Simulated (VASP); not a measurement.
Set up this calculation in VASP 6.6.1, as the native input.

| Quantity | Value |
| --- | --- |
| Task | relaxation of cell and atoms |
| Functional | PBE |
| Potentials or basis | VASP PAW PBE potentials, release 64 (Te, Pb_d, Se) |
| Cutoff | 600 eV |
| k mesh | 8 × 8 × 4 |
| Occupations | gaussian, width 0.02 eV |
| Spin | no spin polarisation |
| Dipole correction | no |
| Further INCAR settings | ALGO = Normal; EDIFF = 1e-06; IBRION = 2; EDIFFG = -0.01; NSW = 100; ISIF = 3 |

The structure of Te3Pb4Se lies in POSCAR:

```
Te3Pb4Se
1.0
    4.5934501760      0.0000000000      0.0000000000
    0.0000000000      4.5934501760      0.0000000000
    0.0000000000      0.0000000000     12.9610078358
Te Pb Se
3 4 1
Direct
    0.0000000000      0.0000000000      0.0000000000
    0.5000000000      0.5000000000      0.2509243770
    0.5000000000      0.5000000000      0.7490756230
    0.0000000000      0.0000000000      0.7415824065
    0.5000000000      0.5000000000      0.0000000000
    0.0000000000      0.0000000000      0.2584175935
    0.5000000000      0.5000000000      0.5000000000
    0.0000000000      0.0000000000      0.5000000000
```

These files were run (other wordings do the same):

INCAR

```
  ALGO = Normal
  EDIFF = 1E-6
  EDIFFG = -0.01
  ENCUT = 600
  GGA = PE
  IBRION = 2
  ISIF = 3
  ISMEAR = 0
  LASPH = T
  LCHARG = F
  LREAL = F
  LUSENCCL = F
  LWAVE = F
  NELM = 60
  NSW = 100
  PREC = Accurate
  SIGMA = 0.02
```

KPOINTS

```
k-points
0
Gamma
  8 8 4
```

Potentials or basis: VASP PAW PBE potentials, release 64 (Te, Pb_d, Se).

Command:

```sh
$ cat potpaw_PBE.64/Te/POTCAR potpaw_PBE.64/Pb_d/POTCAR potpaw_PBE.64/Se/POTCAR > POTCAR
$ mpirun -np 1 vasp_std > vasp.out
```

It gave:

| Item | Value |
| --- | --- |
| Pressure after relaxing | 0.0 GPa |
| Largest force after relaxing | 0.005 eV/Å |
| Band gap on the k mesh | 0.45 eV, direct |

Caveat: the relaxation stopped at its first step, so nothing moved; spin-orbit coupling is left out, which moves the levels of the heavy elements.

Wall time 3.7 min on 1 × NVIDIA H100 80GB with 1 thread of AMD EPYC 7R13 Processor (Zen 3) (shared host), peak memory 1.8 GiB.
